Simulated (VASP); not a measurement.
WF2:

```
W F
1.0
     2.83140    0.00000    0.00000
    -1.41570    2.45206    0.00000
     0.00000    0.00000    4.42889
W F
1 2
Direct
  0.00000 0.00000 0.00000
  0.33333 0.66667 0.25225
  0.66667 0.33333 0.74775
```

* Program: VASP 6.6.1
* Task: relaxation of cell and atoms
* Functional: PBEsol
* Potentials or basis: VASP PAW PBE potentials, release 64 (W_sv, F)
* Cutoff: 600 eV
* k mesh: 12 × 12 × 4
* Occupations: gaussian, width 0.1 eV
* Spin: no spin polarisation

At the start: pressure 66.3 GPa; volume 10.25 Å³/atom.

**Question.** How do energy, volume and symmetry change on relaxing?

**Answer.** Over 15 steps the energy falls by 927.1 meV/atom and the volume is 11.86 Å³/atom (+15.8 %); space group P-3m1 (No. 164, to 0.05 Å).

The path:
| step | energy change (eV) | largest force (eV/Å) | pressure (GPa) | volume (Å³) |
| --- | --- | --- | --- | --- |
| 1 | 0.0000 | 7.6742 | 66.29 | 30.75 |
| 2 | 1.9932 | 3.1526 | -40.78 | 53.56 |
| 3 | -2.1191 | 0.2625 | -17.80 | 38.10 |
| 4 | -2.1938 | 0.3056 | -12.71 | 37.05 |
| 5 | -2.2097 | 0.7530 | -8.53 | 36.31 |
| 6 | -2.7101 | 0.5251 | -4.50 | 34.48 |
| 7 | -2.7180 | 0.6712 | -3.54 | 34.26 |
| 8 | -2.7315 | 0.0443 | 6.32 | 33.17 |
| 9 | -2.7390 | 0.2380 | 2.45 | 33.57 |
| 10 | -2.7547 | 0.1649 | 1.88 | 33.96 |
| 11 | -2.7791 | 0.0269 | 0.53 | 35.13 |
| 12 | -2.7806 | 0.0771 | 0.16 | 35.50 |
| 13 | -2.7806 | 0.0843 | 0.10 | 35.55 |
| 14 | -2.7800 | 0.1283 | -0.73 | 35.65 |
| 15 | -2.7814 | 0.0066 | -0.26 | 35.59 |

Final structure:
```
W F
1.0
     2.76278    0.00000    0.00000
    -1.38139    2.39264    0.00000
     0.00000    0.00000    5.38464
W F
1 2
Direct
  0.00000 0.00000 0.00000
  0.33333 0.66667 0.28019
  0.66667 0.33333 0.71981
```

Caveat: the volume moved by over 15 % at a fixed basis, so the end points are rough; the PAW data sets were made with another functional, which shifts forces and pressure a little; the relaxation stopped at a loose force limit of 0.05 eV/Å, so its end isn't a converged minimum.
